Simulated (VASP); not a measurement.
# PbF2 (I4/mmm) in VASP: a series of runs

Runs on PbF2. Level: LDA. Tasks: electric field gradients.

Program: VASP 6.6.1. These are calculated values, not measurements. Logs are shortened: lines on timing, memory, paths and dates and some standing lists are left out, and cuts for length are marked.

### 1 The cell of the first run

It takes space group I4/mmm (No. 139, tetragonal). The conventional cell has a = 4.200 Å, b = 4.200 Å, c = 6.058 Å, α = 90.00°, β = 90.00°, γ = 90.00°. Pb (site symmetry 4/mmm) has 8 F at 2.59 Å within 3.4 Å. Within 3.4 Å of F (site symmetry -4m2) lie 4 Pb at 2.59 Å and 6 F at 2.97 to 3.03 Å.

### 2 Electric field gradients, LDA (zz strain of +2 %)

INCAR

```
ALGO = Normal
EDIFF = 1E-8
ENCUT = 520
ISIF = 2
ISMEAR = -1
LASPH = T
LCHARG = F
LEFG = T
LREAL = F
LWAVE = F
NBANDS = 21
NELM = 100
PREC = Accurate
SIGMA = 0.03
```

KPOINTS

```
k-points
0
Gamma
  7 7 7
```

POSCAR

```
PbF2
1.0
    0.0000000000      2.9698500000      3.0292470000
    2.9698500000      0.0000000000      3.0292470000
    2.9698500000      2.9698500000      0.0000000000
Pb F
1 2
Direct
    0.0000000000      0.0000000000      0.0000000000
    0.2500000000      0.2500000000      0.2500000000
    0.7500000000      0.7500000000      0.7500000000
```

Potentials or basis: VASP PAW LDA potentials, release 64 (Pb_d, F).

Command:

```
cat potpaw_LDA.64/Pb_d/POTCAR potpaw_LDA.64/F/POTCAR > POTCAR
mpirun -np 1 vasp_std > vasp.out
```

OUTCAR:

```text
EDIFF = 1E-8
   ENCUT = 520
   ISIF = 2
   ISMEAR = -1
   LASPH = T
   LREAL = F
   NELM = 100
   PREC = Accurate

 ion  position               nearest neighbor table
   1  0.000  0.000  0.000-   3 2.59   2 2.59   3 2.59   2 2.59   3 2.59   3 2.59   2 2.59   2 2.59

   2  0.250  0.250  0.250-   1 2.59   1 2.59   1 2.59   1 2.59
   3  0.750  0.750  0.750-   1 2.59   1 2.59   1 2.59   1 2.59

  LATTYP: Found a body centered tetragonal cell.
 ALAT       =     4.2000021482
 C/A-ratio  =     1.4424978336

  Lattice vectors:

 A1 = (  -2.9698500000,   0.0000000000,   3.0292470000)
 A2 = (   2.9698500000,   0.0000000000,   3.0292470000)
 A3 = (   0.0000000000,   2.9698500000,  -3.0292470000)

Analysis of symmetry for initial positions (statically):
=====================================================================
 Subroutine PRICEL returns:
 Original cell was already a primitive cell.

 Routine SETGRP: Setting up the symmetry group for a
 body centered tetragonal supercell.

 Subroutine GETGRP returns: Found 16 space group operations
 (whereof 16 operations were pure point group operations)
 out of a pool of 16 trial point group operations.

The static configuration has the point symmetry D_4h.

Analysis of symmetry for dynamics (positions and initial velocities):
=====================================================================
 Subroutine PRICEL returns:
 Original cell was already a primitive cell.

 Routine SETGRP: Setting up the symmetry group for a
 body centered tetragonal supercell.

 Subroutine GETGRP returns: Found 16 space group operations
 (whereof 16 operations were pure point group operations)
 out of a pool of 16 trial point group operations.

The dynamic configuration has the point symmetry D_4h.

 Subroutine INISYM returns: Found 16 space group operations
 (whereof 16 operations are pure point group operations),
 and found     1 'primitive' translations

----------------------------------------------------------------------------------------

                                     Primitive cell

  volume of cell :      53.4360

  direct lattice vectors                    reciprocal lattice vectors
     0.000000000  2.969850000  3.029247000    -0.168358671  0.168358671  0.165057521
     2.969850000  0.000000000  3.029247000     0.168358671 -0.168358671  0.165057521
     2.969850000  2.969850000  0.000000000     0.168358671  0.168358671 -0.165057521

  length of vectors
     4.242210085  4.242210085  4.200002148     0.289712391  0.289712391  0.289712391

  position of ions in fractional coordinates (direct lattice)
     0.000000000  0.000000000  0.000000000
     0.250000000  0.250000000  0.250000000
     0.750000000  0.750000000  0.750000000

  ion indices of the primitive-cell ions
   primitive index   ion index
                 1           1
                 2           2
                 3           3

----------------------------------------------------------------------------------------

 KPOINTS: k-points

Automatic generation of k-mesh.
 Grid dimensions read from file:
 generate k-points for:    7    7    7

 Generating k-lattice:

  Cartesian coordinates                     Fractional coordinates (reciprocal lattice)
    -0.024051239  0.024051239  0.023579646     0.142857143  0.000000000  0.000000000
     0.024051239 -0.024051239  0.023579646     0.000000000  0.142857143  0.000000000
     0.024051239  0.024051239 -0.023579646     0.000000000  0.000000000  0.142857143

  Length of vectors
     0.041387484  0.041387484  0.041387484

  Shift w.r.t. Gamma in fractional coordinates (k-lattice)
     0.000000000  0.000000000  0.000000000

 Subroutine IBZKPT returns following result:
 ===========================================

 Found     40 irreducible k-points:

 Following reciprocal coordinates:
            Coordinates               Weight
  0.000000  0.000000  0.000000      1.000000
  0.142857  0.000000  0.000000      8.000000
  0.285714  0.000000  0.000000      8.000000
  0.428571  0.000000  0.000000      8.000000
  0.142857  0.142857  0.000000      2.000000
  0.285714  0.142857  0.000000      8.000000
[... 16 lines left out ...]
  0.428571  0.285714  0.142857      8.000000
 -0.428571  0.285714  0.142857     16.000000
 [... further k-points ...]
   k-points           NKPTS =     40   k-points in BZ     NKDIM =     40   number of bands    NBANDS=     21
   number of dos      NEDOS =    301   number of ions     NIONS =      3
   total plane-waves  NPLWV =  32768
   dimension x,y,z NGX =    32 NGY =   32 NGZ =   32
   dimension x,y,z NGXF=    64 NGYF=   64 NGZF=   64
   ions per type =               1   2
   NGX,Y,Z   is equivalent  to a cutoff of  12.54, 12.54, 12.67 a.u.
   NGXF,Y,Z  is equivalent  to a cutoff of  25.08, 25.08, 25.33 a.u.
 SYSTEM =  unknown system
   PREC   = accura    normal or accurate (medium, high low for compatibility)
   ISTART =      0    job   : 0-new  1-cont  2-samecut
   ICHARG =      2    charge: 1-file 2-atom 10-const
   ISPIN  =      1    spin polarized calculation?
   LNONCOLLINEAR =      F non collinear calculations
   LSORBIT =      F    spin-orbit coupling
   LASPH  =      T    aspherical Exc in radial PAW
   ENCUT  =  520.0 eV  38.22 Ry    6.18 a.u.   7.89  7.89  7.81*2*pi/ulx,y,z
   NELM   =    100;   NELMIN=  2; NELMDL= -5     # of ELM steps
   EDIFF  = 0.1E-07   stopping-criterion for ELM
   LREAL  =      F    real-space projection
   EDIFFG = 0.1E-06   stopping-criterion for IOM
   NSW    =      0    number of steps for IOM
   IBRION =     -1    ionic relax: 0-MD 1-quasi-New 2-CG
   NFREE  =      0    steps in history (QN), initial steepest desc. (CG)
   ISIF   =      2    stress and relaxation
   ISYM   =      2    0-nonsym 1-usesym 2-fastsym
   POTIM  = 0.5000    time-step for ionic-motion
   TEBEG  =    0.0;   TEEND  =   0.0 temperature during run
   PSTRESS=    0.0 pullay stress
   NELECT =      28.0000    total number of electrons
   NUPDOWN=      -1.0000    fix difference up-down
   EMIN   =  10.00;   EMAX   =-10.00  energy-range for DOS
   EFERMI =   0.00;   METHOD = LEGACY
   ISMEAR =    -1;   SIGMA  =   0.03  broadening in eV -4-tet -1-fermi 0-gaus
   EFERMI_NEDOS =   21; number of points for ismear=-14 and -15
   IALGO  =     38    algorithm
   IMIX   =      4    mixing-type and parameters
     AMIX     =   0.40;   BMIX     =  1.00
     AMIX_MAG =   1.60;   BMIX_MAG =  1.00
  volume/ion in A,a.u.               =      17.81       120.20
  Fermi-wavevector in a.u.,A,eV,Ry     =   1.319825  2.494107 23.700497  1.741937
  Thomas-Fermi vector in A             =   2.449695
   LORBIT       =      0    0 simple, 1 ext, 2 COOP (PROOUT), +10 PAW based schemes
   GGA     = CA    functional components
   LHFCALC =     F    Hartree Fock is set to
   AEXX    =    0.0000 exact exchange contribution
   IVDW    =     0    specifies the selected vdW correction
   LEPSILON=     F    determine dielectric tensor
   LRPA    =     F    only Hartree local field effects (RPA)
 non-spin polarized calculation
  energy-cutoff  :      520.00
  volume of cell :       53.44
 maximum number of plane-waves:      1448
   NGX = 15   NGY = 15   NGZ = 15

 number of electron      28.0000023 magnetization

 Free energy of the ion-electron system (eV)
  ---------------------------------------------------
  ext. energy  EPLUGINS =         0.00000000
  ---------------------------------------------------
  free energy    TOTEN  =       -15.86963812 eV

  energy without entropy =      -15.86963812  energy(sigma->0) =      -15.86963812

 E-fermi :   1.9247     XC(G=0):  -9.9361

 val. band max:        1.2063407904   @ k =  -0.2857   0.4286   0.1429
 cond. band min:       5.4154117496   @ k =   0.4286   0.0000   0.4286
 fundamental gap:      4.2090709592
 Fermi energy:         1.9247117523

 k-point     1 :       0.0000    0.0000    0.0000
  band No.  band energies     occupation
      1     -19.3069      2.00000
      2     -18.6813      2.00000
      3     -13.1294      2.00000
      4     -13.1160      2.00000
      5     -13.1160      2.00000
      6     -13.0625      2.00000
[... 13 lines left out ...]
     20      16.1589      0.00000
     21      18.0106      0.00000
[... 529 lines left out ...]
 k-point    24 :      -0.4286    0.2857    0.1429
  band No.  band energies     occupation
      1     -19.0287      2.00000
      2     -18.9237      2.00000
      3     -13.0764      2.00000
      4     -13.0706      2.00000
      5     -13.0464      2.00000
      6     -13.0081      2.00000
[... 13 lines left out ...]
     20      16.9623      0.00000
     21      17.2825      0.00000

 [... further k-points ...]
[... 5 lines left out ...]
  --------------------------------------------------------------------------------------
  -------------------------------------------------------------------------------------
  Total       -1.9254964     -1.9254964     -2.3018021      0.0000000      0.0000000      0.0000000
  in kB      -57.7323966    -57.7323966    -69.0152152      0.0000000      0.0000000      0.0000000
  external PRESSURE =     -61.4933361 kB  Pullay stress =       0.0000000 kB

 VOLUME and BASIS-vectors are now :
 -----------------------------------------------------------------------------
  energy-cutoff  :      520.00
  volume of cell :       53.44
      direct lattice vectors                 reciprocal lattice vectors
     0.000000000  2.969850000  3.029247000    -0.168358671  0.168358671  0.165057521
     2.969850000  0.000000000  3.029247000     0.168358671 -0.168358671  0.165057521
     2.969850000  2.969850000  0.000000000     0.168358671  0.168358671 -0.165057521

 POSITION                                       TOTAL-FORCE (eV/Angst)
 -----------------------------------------------------------------------------------
      0.00000      0.00000      0.00000         0.000000     -0.000000     -0.000000
      1.48493      1.48493      1.51462        -0.000000      0.000000      0.000000
      4.45477      4.45477      4.54387        -0.000000      0.000000     -0.000000
 -----------------------------------------------------------------------------------
    total drift:                                0.000000     -0.000000      0.000000

  FREE ENERGIE OF THE ION-ELECTRON SYSTEM (eV)
  ---------------------------------------------------
  free  energy   TOTEN  =       -15.8696381194 eV

  energy  without entropy=      -15.8696381194  energy(sigma->0) =      -15.86963812

 Electric field gradients (V/A^2)
---------------------------------------------------------------------
 ion       V_xx      V_yy      V_zz      V_xy      V_xz      V_yz
---------------------------------------------------------------------
   1       3.602     3.602    -7.205    -0.002    -0.001    -0.001
   2      -2.067    -2.067     4.135     0.004     0.004     0.004
   3      -2.067    -2.067     4.135     0.004     0.004     0.004
---------------------------------------------------------------------

 Electric field gradients after diagonalization (V/A^2)
 (convention: |V_zz| > |V_xx| > |V_yy|)
----------------------------------------------------------------------
 ion       V_xx      V_yy      V_zz     asymmetry (V_yy - V_xx)/ V_zz
----------------------------------------------------------------------
   1       3.604     3.601    -7.205       0.000
   2      -2.072    -2.063     4.135       0.002
   3      -2.072    -2.063     4.135       0.002
----------------------------------------------------------------------

           NMR quadrupolar parameters

 Cq : quadrupolar parameter    Cq=e*Q*V_zz/h
 eta: asymmetry parameters     (V_yy - V_xx)/ V_zz
 Q  : nuclear electric quadrupole moment in mb (millibarn)
----------------------------------------------------------------------
 ion       Cq(MHz)       eta       Q (mb)
----------------------------------------------------------------------
   1      -0.017       0.000       1.000
   2       0.010       0.002       1.000
   3       0.010       0.002       1.000
----------------------------------------------------------------------
```

Wall time 31 s (1 thread of Intel Xeon 6975P-C, shared host); peak memory 0.18 GiB.

What came out:

```
Free energy            : -15.8696 eV
Pressure               : -6.1 GPa
Band gap on the k mesh : 4.21 eV, indirect (least direct gap 4.47 eV)
```

Levels at points of the mesh, in eV from the valence-band top:
```csv
k point,band 11,band 12,band 13,band 14,band 15,band 16,band 17,band 18
"(0.00, 0.00, 0.00)",-2.33,-1.95,-1.81,-1.81,6.50,6.50,6.59,10.18
```

Electric field gradients, principal values (V/Å²):
| atom | least | middle | greatest (by size) |
| --- | --- | --- | --- |
| 1 Pb | 3.601 | 3.604 | -7.205 |
| 2 F | -2.063 | -2.072 | 4.135 |
| 3 F | -2.063 | -2.072 | 4.135 |

Caveat: the cell differs from its parent crystal (zz strain of +2 %); without QUAD_EFG the Cq values of the log hold for a quadrupole moment of 1 mb, not for the nuclei; spin-orbit coupling is left out, which moves the levels of the heavy elements.

(Part 1 of 2 ends here.)
